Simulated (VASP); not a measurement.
Wanted: the native input for a VASP 6.6.1 run.

```
Task                   : single point
Functional             : PBE
Potentials or basis    : VASP PAW PBE potentials, release 64 (S)
Cutoff                 : 520 eV
k mesh                 : 12 × 12 × 12
Occupations            : methfessel-paxton, width 0.1 eV
Spin                   : no spin polarisation
Dipole correction      : no
Further INCAR settings : ALGO = Normal; EDIFF = 1e-07; NBANDS = 9
```

The structure of S lies in POSCAR:

```
S
1.0
    0.0000000000      1.9943503400      1.9943503400
    1.9943503400      0.0000000000      1.9943503400
    1.9943503400      1.9943503400      0.0000000000
S
1
Direct
    0.0000000000      0.0000000000      0.0000000000
```

One way to write it, as run:

INCAR

```
SYSTEM = S
ALGO = Normal
EDIFF = 1E-7
ENCUT = 520
GGA = PE
ISIF = 2
ISMEAR = 1
LASPH = .True.
LCHARG = .False.
LREAL = .False.
LWAVE = .False.
NBANDS = 9
NELM = 100
PREC = Accurate
SIGMA = 0.1
```

KPOINTS

```
k-points
0
Gamma
  12 12 12
  0 0 0
```

Potentials or basis: VASP PAW PBE potentials, release 64 (S).

Run with:

```sh
$ cat potpaw_PBE.64/S/POTCAR > POTCAR
$ mpirun -np 1 vasp_std > vasp.out
```

It gave:

```yaml
Pressure: 0.3 GPa
Band_gap_on_the_k_mesh: zero (band 3 reaches 10.60 eV, above the bottom of band 4 at 4.91 eV)
```

It took 17 s on 1 thread of AMD EPYC 7R13, on a shared host, peak memory 0.1 GiB.
